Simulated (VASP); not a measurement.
# ScNb (P-6m2) in VASP: single point with PBEsol

Aim: the single point of ScNb with PBEsol.

Everything below comes from runs of VASP 6.6.1. Logs are shortened: lines on timing, memory, paths and dates and some standing lists are left out, and cuts for length are marked.

## 1. The cell of the first run

Symmetry: P-6m2, No. 187, hexagonal system. The conventional cell has a = 3.126 Å, b = 3.126 Å, c = 5.019 Å, α = 90.00°, β = 90.00°, γ = 120.00°. Sc (site symmetry -6m2) has 6 Nb at 3.09 Å and 6 Sc at 3.13 Å within 4.1 Å. Nb (site symmetry -6m2) has 6 Sc at 3.09 Å and 6 Nb at 3.13 Å within 4.1 Å.

## 2. Single point, PBEsol (strained)

Input file INCAR:

```
  ALGO = Normal
  EDIFF = 1E-6
  ENCUT = 520
  GGA = PS
  ISIF = 2
  ISMEAR = 0
  LASPH = T
  LCHARG = F
  LREAL = F
  LWAVE = F
  NBANDS = 19
  NELM = 100
  PREC = Accurate
  SIGMA = 0.1
```

Input file KPOINTS:

```
k-points
0
Gamma
  15 15 8
```

Input file POSCAR:

```
ScNb
1.0
    3.1255470520      0.0000000000      0.0000000000
   -1.5627735260      2.7068031477      0.0000000000
    0.0000000000      0.0000000000      5.0191388508
Sc Nb
1 1
Direct
    0.0000000000      0.0000000000      0.0000000000
    0.3333333300      0.6666666700      0.5000000000
```

Potentials or basis: VASP PAW PBE potentials, release 64 (Sc_sv, Nb_sv).

The run is started by

```
$ cat potpaw_PBE.64/Sc_sv/POTCAR potpaw_PBE.64/Nb_sv/POTCAR > POTCAR
$ mpirun -np 1 vasp_std > vasp.out
```

OUTCAR:

```text
EDIFF = 1E-6
   ENCUT = 520
   GGA = PS
   ISIF = 2
   ISMEAR = 0
   LASPH = T
   LREAL = F
   NELM = 100
   PREC = Accurate

 ion  position               nearest neighbor table
   1  0.000  0.000  0.000-   2 3.09   2 3.09   2 3.09   2 3.09   2 3.09   2 3.09
   2  0.333  0.667  0.500-   1 3.09   1 3.09   1 3.09   1 3.09   1 3.09   1 3.09

  LATTYP: Found a hexagonal cell.
 ALAT       =     3.1255470520
 C/A-ratio  =     1.6058433187

  Lattice vectors:

 A1 = (   3.1255470520,   0.0000000000,   0.0000000000)
 A2 = (  -1.5627735260,   2.7068031477,   0.0000000000)
 A3 = (   0.0000000000,   0.0000000000,   5.0191388508)

Analysis of symmetry for initial positions (statically):
=====================================================================
 Subroutine PRICEL returns:
 Original cell was already a primitive cell.

 Routine SETGRP: Setting up the symmetry group for a
 hexagonal supercell.

 Subroutine GETGRP returns: Found 12 space group operations
 (whereof 12 operations were pure point group operations)
 out of a pool of 24 trial point group operations.

The static configuration has the point symmetry D_3h.

Analysis of symmetry for dynamics (positions and initial velocities):
=====================================================================
 Subroutine PRICEL returns:
 Original cell was already a primitive cell.

 Routine SETGRP: Setting up the symmetry group for a
 hexagonal supercell.

 Subroutine GETGRP returns: Found 12 space group operations
 (whereof 12 operations were pure point group operations)
 out of a pool of 24 trial point group operations.

The dynamic configuration has the point symmetry D_3h.

 Subroutine INISYM returns: Found 12 space group operations
 (whereof 12 operations are pure point group operations),
 and found     1 'primitive' translations

----------------------------------------------------------------------------------------

                                     Primitive cell

  volume of cell :      42.4631

  direct lattice vectors                    reciprocal lattice vectors
     3.125547052  0.000000000  0.000000000     0.319943992  0.184719750  0.000000000
    -1.562773526  2.706803148  0.000000000     0.000000000  0.369439499  0.000000000
     0.000000000  0.000000000  5.019138851     0.000000000  0.000000000  0.199237365

  length of vectors
     3.125547052  3.125547052  5.019138851     0.369439499  0.369439499  0.199237365

  position of ions in fractional coordinates (direct lattice)
     0.000000000  0.000000000  0.000000000
     0.333333330  0.666666670  0.500000000

  ion indices of the primitive-cell ions
   primitive index   ion index
                 1           1
                 2           2

----------------------------------------------------------------------------------------

 KPOINTS: k-points

Automatic generation of k-mesh.
 Grid dimensions read from file:
 generate k-points for:   15   15    8

 Generating k-lattice:

  Cartesian coordinates                     Fractional coordinates (reciprocal lattice)
     0.021329599  0.012314650  0.000000000     0.066666667  0.000000000  0.000000000
     0.000000000  0.024629300  0.000000000     0.000000000  0.066666667  0.000000000
     0.000000000  0.000000000  0.024904671     0.000000000  0.000000000  0.125000000

  Length of vectors
     0.024629300  0.024629300  0.024904671

  Shift w.r.t. Gamma in fractional coordinates (k-lattice)
     0.000000000  0.000000000  0.000000000

 Subroutine IBZKPT returns following result:
 ===========================================

 Found    135 irreducible k-points:

 Following reciprocal coordinates:
            Coordinates               Weight
  0.000000  0.000000  0.000000      1.000000
  0.066667  0.000000  0.000000      6.000000
  0.133333 -0.000000  0.000000      6.000000
  0.200000  0.000000  0.000000      6.000000
  0.266667 -0.000000  0.000000      6.000000
  0.333333  0.000000  0.000000      6.000000
[... 16 lines left out ...]
  0.333333  0.200000  0.000000     12.000000
  0.400000  0.200000  0.000000      6.000000
 [... further k-points ...]
   k-points           NKPTS =    135   k-points in BZ     NKDIM =    135   number of bands    NBANDS=     19
   number of dos      NEDOS =    301   number of ions     NIONS =      2
   total plane-waves  NPLWV =  23040
   dimension x,y,z NGX =    24 NGY =   24 NGZ =   40
   dimension x,y,z NGXF=    48 NGYF=   48 NGZF=   80
   ions per type =               1   1
   NGX,Y,Z   is equivalent  to a cutoff of  12.77, 12.77, 13.25 a.u.
   NGXF,Y,Z  is equivalent  to a cutoff of  25.53, 25.53, 26.50 a.u.
 SYSTEM =  unknown system
   PREC   = accura    normal or accurate (medium, high low for compatibility)
   ISTART =      0    job   : 0-new  1-cont  2-samecut
   ICHARG =      2    charge: 1-file 2-atom 10-const
   ISPIN  =      1    spin polarized calculation?
   LNONCOLLINEAR =      F non collinear calculations
   LSORBIT =      F    spin-orbit coupling
   LASPH  =      T    aspherical Exc in radial PAW
   ENCUT  =  520.0 eV  38.22 Ry    6.18 a.u.   5.81  5.81  9.33*2*pi/ulx,y,z
   NELM   =    100;   NELMIN=  2; NELMDL= -5     # of ELM steps
   EDIFF  = 0.1E-05   stopping-criterion for ELM
   LREAL  =      F    real-space projection
   EDIFFG = 0.1E-04   stopping-criterion for IOM
   NSW    =      0    number of steps for IOM
   IBRION =     -1    ionic relax: 0-MD 1-quasi-New 2-CG
   NFREE  =      0    steps in history (QN), initial steepest desc. (CG)
   ISIF   =      2    stress and relaxation
   ISYM   =      2    0-nonsym 1-usesym 2-fastsym
   POTIM  = 0.5000    time-step for ionic-motion
   TEBEG  =    0.0;   TEEND  =   0.0 temperature during run
   PSTRESS=    0.0 pullay stress
   NELECT =      24.0000    total number of electrons
   NUPDOWN=      -1.0000    fix difference up-down
   EMIN   =  10.00;   EMAX   =-10.00  energy-range for DOS
   EFERMI =   0.00;   METHOD = LEGACY
   ISMEAR =     0;   SIGMA  =   0.10  broadening in eV -4-tet -1-fermi 0-gaus
   EFERMI_NEDOS =   21; number of points for ismear=-14 and -15
   IALGO  =     38    algorithm
   IMIX   =      4    mixing-type and parameters
     AMIX     =   0.40;   BMIX     =  1.00
     AMIX_MAG =   1.60;   BMIX_MAG =  1.00
  volume/ion in A,a.u.               =      21.23       143.28
  Fermi-wavevector in a.u.,A,eV,Ry     =   1.353551  2.557840 24.927236  1.832100
  Thomas-Fermi vector in A             =   2.480797
   LORBIT       =      0    0 simple, 1 ext, 2 COOP (PROOUT), +10 PAW based schemes
   GGA     = PS    functional components
   LHFCALC =     F    Hartree Fock is set to
   AEXX    =    0.0000 exact exchange contribution
   IVDW    =     0    specifies the selected vdW correction
   LEPSILON=     F    determine dielectric tensor
   LRPA    =     F    only Hartree local field effects (RPA)
 non-spin polarized calculation
 Gauss-broadening in eV      SIGMA  =   0.10
  energy-cutoff  :      520.00
  volume of cell :       42.46
 maximum number of plane-waves:      1170
 NGX is ok and might be reduce to    24
   NGX = 11   NGY = 11   NGZ = 19

 number of electron      24.0000004 magnetization

 Free energy of the ion-electron system (eV)
  ---------------------------------------------------
  ext. energy  EPLUGINS =         0.00000000
  ---------------------------------------------------
  free energy    TOTEN  =       -17.06287347 eV

  energy without entropy =      -17.05194178  energy(sigma->0) =      -17.05740762

 E-fermi :   6.7946     XC(G=0): -11.2114

 val. band max:        6.7936734735   @ k =   0.2000   0.0000   0.5000
 cond. band min:       6.8021749995   @ k =   0.2667   0.2000   0.5000
 fundamental gap:      0.0085015260
 Fermi energy:         6.7946027261

 k-point     1 :       0.0000    0.0000    0.0000
  band No.  band energies     occupation
      1     -47.8693      2.00000
      2     -42.0595      2.00000
      3     -24.0283      2.00000
      4     -23.5779      2.00000
      5     -23.5779      2.00000
      6     -20.7537      2.00000
[... 11 lines left out ...]
     18       8.8496      0.00000
     19      10.8241      0.00000

 k-point     2 :       0.0667    0.0000    0.0000
  band No.  band energies     occupation
      1     -47.8662      2.00000
      2     -42.0566      2.00000
      3     -24.0232      2.00000
      4     -23.6039      2.00000
      5     -23.5840      2.00000
      6     -20.7526      2.00000
[... 11 lines left out ...]
     18       8.9323      0.00000
     19      10.8708      0.00000

 k-point     3 :       0.1333   -0.0000    0.0000
  band No.  band energies     occupation
      1     -47.8575      2.00000
      2     -42.0481      2.00000
      3     -24.0088      2.00000
      4     -23.6769      2.00000
      5     -23.6011      2.00000
      6     -20.7492      2.00000
[... 11 lines left out ...]
     18       9.1740      0.00000
     19      10.9757      0.00000

 k-point     4 :       0.2000    0.0000    0.0000
  band No.  band energies     occupation
      1     -47.8445      2.00000
      2     -42.0357      2.00000
      3     -23.9875      2.00000
      4     -23.7832      2.00000
      5     -23.6263      2.00000
      6     -20.7443      2.00000
[... 11 lines left out ...]
     18       9.5538      0.00000
     19      11.0930      0.00000

 k-point     5 :       0.2667   -0.0000    0.0000
  band No.  band energies     occupation
      1     -47.8295      2.00000
      2     -42.0214      2.00000
      3     -23.9629      2.00000
      4     -23.9034      2.00000
      5     -23.6550      2.00000
      6     -20.8192      2.00000
[... 11 lines left out ...]
     18      10.0341      0.00000
     19      11.1898      0.00000
[... 334 lines left out ...]
      2     -42.0044      2.00000
      3     -23.9915      2.00000
      4     -23.9337      2.00000
      5     -23.7439      2.00000
      6     -20.8902      2.00000
[... 11 lines left out ...]
     18      11.0038      0.00000
     19      11.0658      0.00000

 k-point    22 :       0.2667    0.2000    0.0000
  band No.  band energies     occupation
      1     -47.8011      2.00000
      2     -41.9942      2.00000
      3     -24.0450      2.00000
      4     -23.9162      2.00000
      5     -23.7945      2.00000
      6     -20.9331      2.00000
[... 11 lines left out ...]
     18      11.0391      0.00000
     19      11.6383      0.00000

 k-point    23 :       0.3333    0.2000    0.0000
  band No.  band energies     occupation
      1     -47.7939      2.00000
      2     -41.9873      2.00000
      3     -24.0785      2.00000
      4     -23.9044      2.00000
      5     -23.8313      2.00000
      6     -20.9599      2.00000
[... 11 lines left out ...]
     18      11.0203      0.00000
     19      12.2346      0.00000

 k-point    24 :       0.4000    0.2000    0.0000
  band No.  band energies     occupation
      1     -47.7914      2.00000
      2     -41.9849      2.00000
      3     -24.0898      2.00000
      4     -23.9002      2.00000
      5     -23.8447      2.00000
      6     -20.9689      2.00000
[... 11 lines left out ...]
     18      11.0134      0.00000
     19      12.5679      0.00000

 [... further k-points ...]

------------------------ aborting loop because EDIFF is reached ----------------------------------------

  FORCE on cell =-STRESS in cart. coord.  units (eV):
  Direction    XX          YY          ZZ          XY          YZ          ZX
  --------------------------------------------------------------------------------------
  -------------------------------------------------------------------------------------
  Total       -2.0258343     -2.0258343     -1.2324067      0.0000000      0.0000000      0.0000000
  in kB      -76.4368138    -76.4368138    -46.4999743      0.0000000      0.0000000      0.0000000
  external PRESSURE =     -66.4578673 kB  Pullay stress =       0.0000000 kB

 VOLUME and BASIS-vectors are now :
 -----------------------------------------------------------------------------
  energy-cutoff  :      520.00
  volume of cell :       42.46
      direct lattice vectors                 reciprocal lattice vectors
     3.125547052  0.000000000  0.000000000     0.319943992  0.184719750  0.000000000
    -1.562773526  2.706803148  0.000000000     0.000000000  0.369439499  0.000000000
     0.000000000  0.000000000  5.019138851     0.000000000  0.000000000  0.199237365

 POSITION                                       TOTAL-FORCE (eV/Angst)
 -----------------------------------------------------------------------------------
      0.00000      0.00000      0.00000         0.000000     -0.000000      0.000000
     -0.00000      1.80454      2.50957        -0.000000      0.000000      0.000000
 -----------------------------------------------------------------------------------
    total drift:                                0.000030     -0.000017     -0.000000

  FREE ENERGIE OF THE ION-ELECTRON SYSTEM (eV)
  ---------------------------------------------------
  free  energy   TOTEN  =       -17.0628734713 eV

  energy  without entropy=      -17.0519417765  energy(sigma->0) =      -17.05740762
```

It took 3.6 min on 1 thread of Intel Xeon 8259CL, shared host; peak memory 0.24 GiB.

Results:

```
Free energy            : -17.0629 eV
Pressure               : -6.6 GPa
Band gap on the k mesh : zero (bands 12 and 13 overlap by 1.06 eV)
```

Caveat: the cell differs from its parent crystal (strained); the cell stands under tension; the PAW data sets were made with another functional, which shifts forces and pressure a little.
